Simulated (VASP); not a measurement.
In3Se: single point with PBEsol

In3Se:

```
In Se
1.0
     4.80376    0.00000    0.00000
     0.00000    4.80376    0.00000
     0.00000    0.00000    4.80376
In Se
3 1
Direct
  0.00000 0.50000 0.50000
  0.50000 0.00000 0.50000
  0.50000 0.50000 0.00000
  0.00000 0.00000 0.00000
```

```json
{"Program": "VASP 6.6.1", "Task": "single point", "Functional": "PBEsol", "Potentials or basis": "VASP PAW PBE potentials, release 64 (In_d, Se)", "Cutoff": "520 eV", "k mesh": "10 × 10 × 10", "Occupations": "fermi-dirac, width 0.1 eV", "Spin": "no spin polarisation"}
```

```json
{
 "Pressure": "-3.0 GPa"
}
```

Levels at points of the mesh, in eV from the Fermi level:
| k point | band 19 | band 20 | band 21 | band 22 | band 23 | band 24 | band 25 | band 26 | band 27 | band 28 |
| --- | --- | --- | --- | --- | --- | --- | --- | --- | --- | --- |
| (0.00, 0.00, 0.00) | -3.22 | -3.22 | -2.21 | -2.21 | 1.17 | 1.17 | 1.17 | 4.20 | 4.20 | 4.20 |
| (0.50, 0.00, 0.00) | -2.40 | -2.40 | -1.66 | -1.00 | -0.07 | -0.07 | 1.41 | 3.72 | 3.78 | 3.78 |
| (0.50, 0.50, 0.00) | -5.66 | -1.90 | -0.84 | -0.66 | -0.66 | 1.41 | 1.80 | 1.80 | 1.90 | 4.75 |
| (0.50, 0.50, 0.50) | -4.32 | -4.12 | -4.12 | -4.12 | -3.16 | 3.04 | 3.04 | 3.04 | 7.92 | 7.99 |

Wall time 2.9 min on 1 thread of AMD EPYC 7R43 64-Core Processor (Zen 3), with other jobs on the host, peak memory 0.26 GiB.

Caveat: the PAW data sets were made with another functional, which shifts forces and pressure a little; spin-orbit coupling is left out, which moves the levels of the heavy elements.
